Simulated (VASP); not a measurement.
# Al9O in VASP: further runs

Runs on Al9O. Level: PBE. Tasks: single point.

Program: VASP 6.6.1. These are calculated values, not measurements. Logs are shortened: lines on timing, memory, paths and dates and some standing lists are left out, and cuts for length are marked.

## (1) The cell of the first run

The cell holds a slab with vacuum, 10 atoms: a = 2.854 Å, b = 2.854 Å, c = 35.761 Å, α = 90.00°, β = 90.00°, γ = 120.00°.

## (2) Single point, PBE, collinear spin, ferromagnetic start

Contents of INCAR:

```
PREC = Accurate
ENCUT = 520
EDIFF = 1E-7
ISMEAR = 0
SIGMA = 0.1
LREAL = False
LASPH = True
NELM = 150
ALGO = Normal
ISIF = 2
LWAVE = False
LCHARG = True
ISPIN = 2
MAGMOM = 0 0 0 0 0 0 0 0 0 2
LORBIT = 11
LDIPOL = True
IDIPOL = 3
DIPOL = 0.5 0.5 0.406
GGA = PE
LELF = True
LVHAR = True
LVACPOTAV = True
NBANDS = 32
```

Contents of KPOINTS:

```
Automatic mesh
0
Gamma
  9 9 1
```

Contents of POSCAR:

```
Al9O
1.0
    2.8535431553      0.0000000000      0.0000000000
   -1.4267715776      2.4712408633      0.0000000000
    0.0000000000      0.0000000000     35.7605581613
Al O
9 1
Direct
    0.3333333333      0.6666666667      0.1118550774
    0.0000000000      0.0000000000      0.1774403133
    0.6666666667      0.3333333333      0.2430255492
    0.0000000000      0.0000000000      0.3086107852
    0.3333333333      0.6666666667      0.3736276285
    0.0000000000      0.0000000000      0.4386134276
    0.6666666667      0.3333333333      0.5047341701
    0.0000000000      0.0000000000      0.5701287275
    0.3333333333      0.6666666667      0.6364709985
    0.3333333333      0.6666666667      0.6932374503
```

Potentials or basis: VASP PAW PBE potentials, release 64 (Al, O).

Started as:

```bash
$ cat potpaw_PBE.64/Al/POTCAR potpaw_PBE.64/O/POTCAR > POTCAR
$ mpirun -np 1 vasp_std > vasp.out
```

OUTCAR:

```text
PREC = Accurate
   ENCUT = 520
   EDIFF = 1E-7
   ISMEAR = 0
   LREAL = False
   LASPH = True
   NELM = 150
   ISIF = 2
   ISPIN = 2
   LORBIT = 11
   GGA = PE

 ion  position               nearest neighbor table
   1  0.333  0.667  0.112-   2 2.87   2 2.87   2 2.87
   2  0.000  0.000  0.177-   3 2.87   1 2.87   3 2.87   1 2.87   3 2.87   1 2.87
   3  0.667  0.333  0.243-   2 2.87   2 2.87   2 2.87   4 2.87   4 2.87   4 2.87
   4  0.000  0.000  0.309-   5 2.85   5 2.85   5 2.85   3 2.87   3 2.87   3 2.87
   5  0.333  0.667  0.374-   6 2.85   6 2.85   6 2.85   4 2.85   4 2.85   4 2.85
   6  0.000  0.000  0.439-   5 2.85   5 2.85   5 2.85   7 2.88   7 2.88   7 2.88
   7  0.667  0.333  0.505-   8 2.86   8 2.86   8 2.86   6 2.88   6 2.88   6 2.88
   8  0.000  0.000  0.570-   7 2.86   7 2.86   7 2.86   9 2.89   9 2.89   9 2.89
   9  0.333  0.667  0.636-  10 2.03   8 2.89   8 2.89   8 2.89
  10  0.333  0.667  0.693-   9 2.03

  LATTYP: Found a hexagonal cell.
 ALAT       =     2.8535431553
 C/A-ratio  =    12.5319843490

  Lattice vectors:

 A1 = (   2.8535431553,   0.0000000000,   0.0000000000)
 A2 = (  -1.4267715776,   2.4712408633,   0.0000000000)
 A3 = (   0.0000000000,   0.0000000000,  35.7605581613)

Analysis of symmetry for initial positions (statically):
=====================================================================
 Subroutine PRICEL returns:
 Original cell was already a primitive cell.

 Routine SETGRP: Setting up the symmetry group for a
 hexagonal supercell.

 Subroutine GETGRP returns: Found  6 space group operations
 (whereof  6 operations were pure point group operations)
 out of a pool of 24 trial point group operations.

The static configuration has the point symmetry C_3v.

Analysis of symmetry for dynamics (positions and initial velocities):
=====================================================================
 Subroutine PRICEL returns:
 Original cell was already a primitive cell.

 Routine SETGRP: Setting up the symmetry group for a
 hexagonal supercell.

 Subroutine GETGRP returns: Found  6 space group operations
 (whereof  6 operations were pure point group operations)
 out of a pool of 24 trial point group operations.

The dynamic configuration has the point symmetry C_3v.

Analysis of structural, dynamic, and magnetic symmetry:
=====================================================================
 Subroutine PRICEL returns:
 Original cell was already a primitive cell.

 Routine SETGRP: Setting up the symmetry group for a
 hexagonal supercell.

 Subroutine GETGRP returns: Found  6 space group operations
 (whereof  6 operations were pure point group operations)
 out of a pool of 24 trial point group operations.

The overall configuration has the point symmetry C_3v.

 Subroutine INISYM returns: Found  6 space group operations
 (whereof  6 operations are pure point group operations),
 and found     1 'primitive' translations

----------------------------------------------------------------------------------------

                                     Primitive cell

  volume of cell :     252.1760

  direct lattice vectors                    reciprocal lattice vectors
     2.853543155  0.000000000  0.000000000     0.350441520  0.202327506  0.000000000
    -1.426771578  2.471240863  0.000000000     0.000000000  0.404655012  0.000000000
     0.000000000  0.000000000 35.760558161     0.000000000  0.000000000  0.027963769

  length of vectors
     2.853543155  2.853543155 35.760558161     0.404655012  0.404655012  0.027963769

  position of ions in fractional coordinates (direct lattice)
     0.333333333  0.666666667  0.111855077
     0.000000000  0.000000000  0.177440313
     0.666666667  0.333333333  0.243025549
     0.000000000  0.000000000  0.308610785
     0.333333333  0.666666667  0.373627629
     0.000000000  0.000000000  0.438613428
     0.666666667  0.333333333  0.504734170
     0.000000000  0.000000000  0.570128727
     0.333333333  0.666666667  0.636470999
     0.333333333  0.666666667  0.693237450

  ion indices of the primitive-cell ions
   primitive index   ion index
                 1           1
[... 63 lines left out ...]
   LNONCOLLINEAR =      F non collinear calculations
   LSORBIT =      F    spin-orbit coupling
   LASPH  =      T    aspherical Exc in radial PAW
   ENCUT  =  520.0 eV  38.22 Ry    6.18 a.u.   5.31  5.31 66.49*2*pi/ulx,y,z
   NELM   =    150;   NELMIN=  2; NELMDL= -5     # of ELM steps
   EDIFF  = 0.1E-06   stopping-criterion for ELM
   LREAL  =      F    real-space projection
   EDIFFG = 0.1E-05   stopping-criterion for IOM
   NSW    =      0    number of steps for IOM
   IBRION =     -1    ionic relax: 0-MD 1-quasi-New 2-CG
   NFREE  =      0    steps in history (QN), initial steepest desc. (CG)
   ISIF   =      2    stress and relaxation
   ISYM   =      2    0-nonsym 1-usesym 2-fastsym
   POTIM  = 0.5000    time-step for ionic-motion
   TEBEG  =    0.0;   TEEND  =   0.0 temperature during run
   PSTRESS=    0.0 pullay stress
   NELECT =      33.0000    total number of electrons
   NUPDOWN=      -1.0000    fix difference up-down
   EMIN   =  10.00;   EMAX   =-10.00  energy-range for DOS
   EFERMI =   0.00;   METHOD = LEGACY
   ISMEAR =     0;   SIGMA  =   0.10  broadening in eV -4-tet -1-fermi 0-gaus
   EFERMI_NEDOS =   21; number of points for ismear=-14 and -15
   IALGO  =     38    algorithm
   IMIX   =      4    mixing-type and parameters
     AMIX     =   0.40;   BMIX     =  1.00
     AMIX_MAG =   1.60;   BMIX_MAG =  1.00
  volume/ion in A,a.u.               =      25.22       170.18
  Fermi-wavevector in a.u.,A,eV,Ry     =   0.831148  1.570641  9.398993  0.690806
  Thomas-Fermi vector in A             =   1.943985
   LORBIT       =     11    0 simple, 1 ext, 2 COOP (PROOUT), +10 PAW based schemes
   GGA     = PE    functional components
   LHFCALC =     F    Hartree Fock is set to
   AEXX    =    0.0000 exact exchange contribution
   IVDW    =     0    specifies the selected vdW correction
   LEPSILON=     F    determine dielectric tensor
   LRPA    =     F    only Hartree local field effects (RPA)
 spin polarized calculation
 Gauss-broadening in eV      SIGMA  =   0.10
  energy-cutoff  :      520.00
  volume of cell :      252.18
 maximum number of plane-waves:      6837
 NGX is ok and might be reduce to    24
   NGX = 11   NGY = 11   NGZ =133

 dipolmoment           0.000000      0.000000     -0.007361 electrons x Angstroem

 number of electron      33.0000002 magnetization       1.2623776

 dipolmoment           0.000000      0.000000      0.183899 electrons x Angstroem

 Free energy of the ion-electron system (eV)
  ---------------------------------------------------
  ext. energy  EPLUGINS =         0.00000000
  ---------------------------------------------------
  free energy    TOTEN  =       -37.51443076 eV

  energy without entropy =      -37.48413871  energy(sigma->0) =      -37.49928473

 E-fermi :   2.2286     XC(G=0):  -6.8808

 val. band max:        2.2153365624   @ k =   0.1111   0.0000   0.0000
 cond. band min:       2.2328396054   @ k =   0.4444   0.0000   0.0000
 fundamental gap:      0.0175030430
 Fermi energy:         2.2286065990

 spin component 1

 k-point     1 :       0.0000    0.0000    0.0000
  band No.  band energies     occupation
      1     -15.5645      1.00000
      2      -8.8237      1.00000
      3      -8.5580      1.00000
      4      -8.2005      1.00000
      5      -7.6291      1.00000
      6      -6.9343      1.00000
[... 361 lines left out ...]
     27       3.9397      0.00000
     28       4.1222      0.00000
 Fermi energy:         2.2286065990

 spin component 2

 k-point     1 :       0.0000    0.0000    0.0000
  band No.  band energies     occupation
      1     -13.7545      1.00000
      2      -8.8105      1.00000
      3      -8.5402      1.00000
      4      -8.1823      1.00000
      5      -7.6110      1.00000
      6      -6.9125      1.00000
[... 361 lines left out ...]
     27       3.9867      0.00000
     28       4.1668      0.00000
 [bands above 28 left out]

------------------------ aborting loop because EDIFF is reached ----------------------------------------

  FORCE on cell =-STRESS in cart. coord.  units (eV):
  Direction    XX          YY          ZZ          XY          YZ          ZX
  --------------------------------------------------------------------------------------
  -------------------------------------------------------------------------------------
  Total       -1.4018439     -1.4018439     -4.4513006     -0.0000000      0.0000000      0.0000000
  in kB       -8.9064867     -8.9064867    -28.2809306     -0.0000000      0.0000000      0.0000000
  external PRESSURE =     -15.3646347 kB  Pullay stress =       0.0000000 kB

 VOLUME and BASIS-vectors are now :
 -----------------------------------------------------------------------------
  energy-cutoff  :      520.00
  volume of cell :      252.18
      direct lattice vectors                 reciprocal lattice vectors
     2.853543155  0.000000000  0.000000000     0.350441520  0.202327506  0.000000000
    -1.426771578  2.471240863  0.000000000     0.000000000  0.404655012  0.000000000
     0.000000000  0.000000000 35.760558161     0.000000000  0.000000000  0.027963769

 POSITION                                       TOTAL-FORCE (eV/Angst)
 -----------------------------------------------------------------------------------
     -0.00000      1.64749      4.00000        -0.000000     -0.000000     -0.111822
      0.00000      0.00000      6.34536         0.000000     -0.000000      0.017169
      1.42677      0.82375      8.69073        -0.000000      0.000000      0.018730
      0.00000      0.00000     11.03609         0.000000     -0.000000     -0.066663
     -0.00000      1.64749     13.36113        -0.000000      0.000000      0.072035
      0.00000      0.00000     15.68506        -0.000000      0.000000      0.151799
      1.42677      0.82375     18.04958        -0.000000      0.000000     -0.189336
      0.00000      0.00000     20.38812         0.000000      0.000000      0.206632
     -0.00000      1.64749     22.76056        -0.000000      0.000000      2.569389
     -0.00000      1.64749     24.79056        -0.000000     -0.000000     -2.667932
 -----------------------------------------------------------------------------------
    total drift:                                0.000000     -0.000000      0.000585

  FREE ENERGIE OF THE ION-ELECTRON SYSTEM (eV)
  ---------------------------------------------------
  free  energy   TOTEN  =       -37.5144307605 eV

  energy  without entropy=      -37.4841387077  energy(sigma->0) =      -37.49928473

 vacuum level on the upper side and lower side of the slab        11.084         6.365

 total charge

# of ion       s       p       d       tot
------------------------------------------
    1        0.452   0.307   0.000   0.760
    2        0.432   0.335   0.000   0.767
    3        0.432   0.338   0.000   0.770
    4        0.432   0.332   0.000   0.764
    5        0.430   0.342   0.000   0.771
    6        0.432   0.333   0.000   0.765
    7        0.427   0.341   0.000   0.769
    8        0.431   0.330   0.000   0.761
    9        0.408   0.329   0.000   0.738
   10        1.618   3.049   0.000   4.666
--------------------------------------------------
tot          5.494   6.036   0.000  11.530

 magnetization (x)

# of ion       s       p       d       tot
------------------------------------------
    1        0.003   0.004   0.000   0.007
    2        0.001   0.004   0.000   0.005
    3        0.002   0.002   0.000   0.004
    4        0.000   0.001   0.000   0.001
    5        0.000   0.001   0.000   0.002
    6       -0.000   0.002   0.000   0.002
    7        0.001   0.004   0.000   0.004
    8        0.001  -0.001   0.000  -0.000
    9       -0.003  -0.004   0.000  -0.007
   10        0.011   0.964   0.000   0.974
--------------------------------------------------
tot          0.016   0.976   0.000   0.992
```

Run time: 14 min. Hardware: 1 thread of Intel Xeon Platinum 8259CL at 2.50GHz (Skylake/Cascade Lake), shared host; peak memory 0.58 GiB.

Results:

```yaml
Free_energy: -37.5144 eV
Largest_force: 2.668 eV/Å
Net_moment: 1.26 μB per cell
Site_moments: Al +0.01, +0.00, -0.00, -0.01 (each value once); O +0.97 μB
Valence_electrons_inside_the_program's_atomic_spheres: Al 0.76, 0.77, 0.74 (each value once); O 4.67
```

Forces on the atoms (eV/Å):
```
Al   0.000  0.000 -0.112
Al   0.000  0.000  0.017
Al   0.000  0.000  0.019
Al   0.000  0.000 -0.067
Al   0.000  0.000  0.072
Al   0.000  0.000  0.152
Al   0.000  0.000 -0.189
Al   0.000  0.000  0.207
Al   0.000  0.000  2.569
O    0.000  0.000 -2.668
```

## (3) Single point, PBE, collinear spin, ferromagnetic start

Contents of INCAR:

```
SYSTEM = Al9O
PREC = Accurate ; ENCUT = 520
EDIFF = 1E-6 ; ISMEAR = 0
SIGMA = 0.1 ; LREAL = .False.
LASPH = .True. ; NELM = 150
ALGO = Normal ; ISIF = 2
LWAVE = .False. ; LCHARG = .False.
ISPIN = 2 ; MAGMOM = 0 0 0 0 0 0 0 0 0 2
LORBIT = 11 ; LDIPOL = .True.
IDIPOL = 3 ; DIPOL = 0.5 0.5 0.401
GGA = PE ; NBANDS = 32
```

Contents of KPOINTS:

```
Automatic mesh
0
Gamma
  9 9 1
  0 0 0
```

POSCAR, as its differences from that of step 2:

```diff
@@ -17,2 +17,2 @@
     0.3333333333      0.6666666667      0.6364709985
-    0.3333333333      0.6666666667      0.6932374503
+    1.0000000000      0.0000000000      0.6490546947
```

Potentials or basis: VASP PAW PBE potentials, release 64 (Al, O).

Started as:

```bash
$ cat potpaw_PBE.64/Al/POTCAR potpaw_PBE.64/O/POTCAR > POTCAR
$ mpirun -np 1 vasp_std > vasp.out
```

It took 12 min on 1 thread of Intel Xeon Platinum 8259CL at 2.50GHz (Skylake/Cascade Lake), shared host; peak memory 0.58 GiB.

The run converged. Its results:

```
Free energy                                           : -41.6607 eV
Largest force                                         : 4.322 eV/Å
Net moment                                            : 0.00 μB per cell
Valence electrons inside the program's atomic spheres : Al 0.76, 0.77, 0.85 (each value once); O 5.29
```

Forces on the atoms (eV/Å):
```
Al   0.000  0.000 -0.059
Al   0.000  0.000  0.033
Al   0.000  0.000 -0.047
Al   0.000  0.000  0.034
Al   0.000  0.000 -0.012
Al   0.000  0.000  0.137
Al   0.000  0.000 -0.170
Al   0.000  0.000 -0.406
Al   0.000  0.000 -3.833
O    0.000  0.000  4.322
```

Levels at points of the mesh, in eV from the Fermi level:
Spin up:
```csv
k point,band 13,band 14,band 15,band 16,band 17,band 18
"(0.00, 0.00, 0.00)",-4.24,-2.75,-1.29,0.06,0.96,1.73
```
Spin down:
| k point | band 13 | band 14 | band 15 | band 16 | band 17 | band 18 |
| --- | --- | --- | --- | --- | --- | --- |
| (0.00, 0.00, 0.00) | -4.24 | -2.75 | -1.29 | 0.06 | 0.97 | 1.77 |
